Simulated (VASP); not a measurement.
Wanted: the native input for a VASP 6.6.1 run.

| Property | Result |
| --- | --- |
| Task | single point |
| Functional | r2SCAN0 |
| Potentials or basis | VASP PAW PBE potentials, release 64 (W_sv) |
| Cutoff | 520 eV |
| k mesh | 6 × 6 × 6 |
| Occupations | fermi-dirac, width 0.05 eV |
| Spin | no spin polarisation |
| Dipole correction | no |
| Grid for exact exchange (PRECFOCK) | Normal |
| Further INCAR settings | ALGO = Normal; EDIFF = 1e-06; NBANDS = 13 |
| Share of exact exchange | 0.25 |

W:

```
CELL_PARAMETERS angstrom
-1.58234 1.58234 1.58234
1.58234 -1.58234 1.58234
1.58234 1.58234 -1.58234
ATOMIC_POSITIONS crystal
W 0.00000 0.00000 0.00000
```

One way to write it, as run:

POSCAR

```
W
1.0
   -1.5823450000      1.5823450000      1.5823450000
    1.5823450000     -1.5823450000      1.5823450000
    1.5823450000      1.5823450000     -1.5823450000
W
1
Direct
    0.0000000000      0.0000000000      0.0000000000
```

INCAR.step1

```
ALGO = Normal
EDIFF = 1E-5
ENCUT = 520
GGA = PE
ISIF = 2
ISMEAR = -1
LASPH = T
LCHARG = F
LREAL = F
LWAVE = T
NBANDS = 13
NELM = 60
PREC = Accurate
SIGMA = 0.05
```

INCAR.step2

```
AEXX = 0.25
ALGO = Normal
EDIFF = 1E-6
ENCUT = 520
ISIF = 2
ISMEAR = -1
ISTART = 1
LASPH = T
LCHARG = F
LHFCALC = T
LMIXTAU = T
LREAL = F
LWAVE = F
METAGGA = R2SCAN
NBANDS = 13
NELM = 60
PREC = Accurate
PRECFOCK = Normal
SIGMA = 0.05
```

KPOINTS

```
k-points
0
Gamma
  6 6 6
```

Potentials or basis: VASP PAW PBE potentials, release 64 (W_sv).

Launch:

```sh
$ cat potpaw_PBE.64/W_sv/POTCAR > POTCAR
$ cp INCAR.step1 INCAR
$ mpirun -np 1 vasp_std > vasp.out
$ cp INCAR.step2 INCAR
$ mpirun -np 1 vasp_std > vasp.out
```

It gave:

The pressure is -6.0 GPa and the band gap on the k mesh is zero (bands 7 and 8 overlap by 8.43 eV).

Caveat: the k points lie up to 0.47 Å⁻¹ apart, too coarse for converged energies and pressures of a metal; the PAW data sets were made with another functional, which shifts forces and pressure a little; spin-orbit coupling is left out, which moves the levels of the heavy elements.

Run time: 19 min on 1 thread of AMD EPYC 7R43 64-Core Processor (Zen 3), with other jobs on the host, peak memory 0.11 GiB.
